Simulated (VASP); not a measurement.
Set up this calculation in VASP 6.6.1, as the native input.

| Quantity | Value |
| --- | --- |
| Task | relaxation of cell and atoms |
| Functional | PBE |
| Potentials or basis | VASP PAW PBE potentials, release 64 (Nb_sv, As) |
| Cutoff | 600 eV |
| k mesh | 6 × 6 × 6 |
| Occupations | gaussian, width 0.1 eV |
| Spin | no spin polarisation |
| Dipole correction | no |
| Further INCAR settings | ALGO = Normal; EDIFF = 1e-06; IBRION = 2; EDIFFG = -0.04; NSW = 90; ISIF = 3 |

The structure of NbAs lies in POSCAR:

```
NbAs
1.0
    0.0000000000      2.6401440551      2.6401440551
    2.6401440551      0.0000000000      2.6401440551
    2.6401440551      2.6401440551      0.0000000000
Nb As
1 1
Direct
    0.0000000000      0.0000000000      0.0000000000
    0.7500000000      0.7500000000      0.7500000000
```

The input as run:

INCAR

```
SYSTEM = NbAs
PREC     = Accurate       ! precision mode
ENCUT    = 600            ! plane-wave cutoff, eV
EDIFF    = 1E-6           ! SCF threshold, eV
ISMEAR   = 0              ! smearing method
SIGMA    = 0.1            ! smearing width, eV
LREAL    = .FALSE.        ! projectors in reciprocal space
LASPH    = .TRUE.         ! aspherical terms in the spheres
NELM     = 80             ! most SCF steps
ALGO     = Normal         ! electronic algorithm
ISIF     = 3              ! what is computed and relaxed
LWAVE    = .FALSE.        ! write WAVECAR
LCHARG   = .FALSE.        ! write CHGCAR
GGA      = PE             ! functional
IBRION   = 2              ! ionic algorithm
NSW      = 90             ! ionic steps
EDIFFG   = -0.04          ! ionic threshold
```

KPOINTS

```
regular mesh
0
G
  6 6 6
  0 0 0
```

Potentials or basis: VASP PAW PBE potentials, release 64 (Nb_sv, As).

Launch:

```sh
$ cat potpaw_PBE.64/Nb_sv/POTCAR potpaw_PBE.64/As/POTCAR > POTCAR
$ mpirun -np 1 vasp_std > vasp.out
```

Results of the run:

```json
{
 "Relaxed volume": "24.57 Å³/atom",
 "Relaxed cell": "a = 4.112 Å, b = 4.112 Å, c = 4.112 Å, α = 60.00°, β = 60.00°, γ = 60.00°",
 "Space group after relaxing (to 0.1 Å)": "F-43m (No. 216)",
 "Energy gained by relaxing": "739.3 meV/atom",
 "Ionic steps": "5",
 "Pressure after relaxing": "0.0 GPa",
 "Band gap on the k mesh": "zero (bands 9 and 10 overlap by 0.44 eV)"
}
```

Caveat: the volume moved by over 15 % at a fixed basis, so the end points are rough.

Wall time 86 s on 1 thread of AMD EPYC 7R43 64-Core Processor (Zen 3) (shared host), peak memory 0.14 GiB.
